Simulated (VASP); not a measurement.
Set up this calculation in VASP 6.6.1, as the native input.

```yaml
Task: single point
Functional: r2SCAN
Potentials_or_basis: VASP PAW PBE potentials, release 64 (V_sv)
Cutoff: 520 eV
k_mesh: 15 × 15 × 15
Occupations: methfessel-paxton, width 0.1 eV
Spin: no spin polarisation
Dipole_correction: no
Further_INCAR_settings: ALGO = Normal; EDIFF = 1e-06; NBANDS = 12
```

The system is V.

```
CELL_PARAMETERS angstrom
-1.49177 1.49177 1.49177
1.49177 -1.49177 1.49177
1.49177 1.49177 -1.49177
ATOMIC_POSITIONS crystal
V 0.00000 0.00000 0.00000
```

These files were run (other wordings do the same):

POSCAR

```
V
1.0
   -1.4917693513      1.4917693513      1.4917693513
    1.4917693513     -1.4917693513      1.4917693513
    1.4917693513      1.4917693513     -1.4917693513
V
1
Direct
    0.0000000000      0.0000000000      0.0000000000
```

INCAR.step1

```
SYSTEM = V
ALGO = Normal ; EDIFF = 1E-4
ENCUT = 520 ; GGA = PE
ISMEAR = 1 ; LASPH = .True.
LCHARG = .False. ; LREAL = .False.
LWAVE = .True. ; NBANDS = 12
NELM = 80 ; PREC = Accurate
SIGMA = 0.1
```

INCAR.step2

```
SYSTEM = V
ALGO = Normal ; EDIFF = 1E-6
ENCUT = 520 ; ISIF = 2
ISMEAR = 1 ; ISTART = 1
LASPH = .True. ; LCHARG = .False.
LMIXTAU = .True. ; LREAL = .False.
LWAVE = .False. ; METAGGA = R2SCAN
NBANDS = 12 ; NELM = 80
PREC = Accurate ; SIGMA = 0.1
```

KPOINTS

```
k-points
0
Gamma
  15 15 15
  0 0 0
```

Potentials or basis: VASP PAW PBE potentials, release 64 (V_sv).

Launch:

```sh
$ cat potpaw_PBE.64/V_sv/POTCAR > POTCAR
$ cp INCAR.step1 INCAR
$ mpirun -np 1 vasp_std > vasp.out
$ cp INCAR.step2 INCAR
$ mpirun -np 1 vasp_std > vasp.out
```

Results of the run:

```yaml
Pressure: 0.0 GPa
```

Caveat: the PAW data sets were made with another functional, which shifts forces and pressure a little.

Wall time 39 s on 1 thread of AMD EPYC 9R45 96-Core Processor (Zen 5) (shared host), peak memory 0.11 GiB.
